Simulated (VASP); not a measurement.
## InO: single point with r2SCAN

InO, a slab with vacuum:

```xyz
4
Lattice="3.4536 0.0000 0.0000 -1.7268 2.9909 0.0000 0.0000 0.0000 15.2420" Properties=species:S:1:pos:R:3 pbc="T T T"
In    1.7268    0.9970    8.9931
In    1.7268    0.9970    6.2489
O     0.0000    0.0000    9.7529
O     0.0000    0.0000    5.4892
```

This cell differs from its parent crystal: strain +0.000 along x and y, -0.040 along z.

```
Program             : VASP 6.6.1
Task                : single point
Functional          : r2SCAN
Potentials or basis : VASP PAW PBE potentials, release 64 (In_d, O)
Cutoff              : 520 eV
k mesh              : 12 × 12 × 2
Occupations         : gaussian, width 0.05 eV
Spin                : no spin polarisation
```

| Item | Value |
| --- | --- |
| Largest force | 0.550 eV/Å |
| Band gap on the k mesh | 0.87 eV (least direct gap 1.53 eV) |

Forces on the atoms (eV/Å):
```
In   0.000  0.000  0.550
In   0.000  0.000 -0.550
O    0.000  0.000 -0.046
O    0.000  0.000  0.046
```

Levels at points of the mesh, in eV from the valence-band top:
```
           k point  band 17  band 18  band 19  band 20  band 21  band 22
(0.00, 0.00, 0.00)    -1.70    -1.70    -0.66     0.87     3.92     6.74
(0.50, 0.00, 0.00)    -2.56    -1.96    -0.19     2.70     4.99     6.32
(0.00, 0.00, 0.50)    -1.70    -1.70    -0.66     0.87     3.92     6.55
(0.50, 0.00, 0.50)    -2.56    -1.96    -0.19     2.70     4.99     6.32
```

It took 12 min on 1 thread of Intel(R) Xeon(R) Platinum 8488C (Sapphire Rapids), on a shared host, peak memory 0.41 GiB.

Caveat: the cell differs from its parent crystal (strain +0.000 along x and y, -0.040 along z); there is no dipole correction, which matters where the two faces differ; the PAW data sets were made with another functional, which shifts forces and pressure a little; spin-orbit coupling is left out, which moves the levels of the heavy elements.
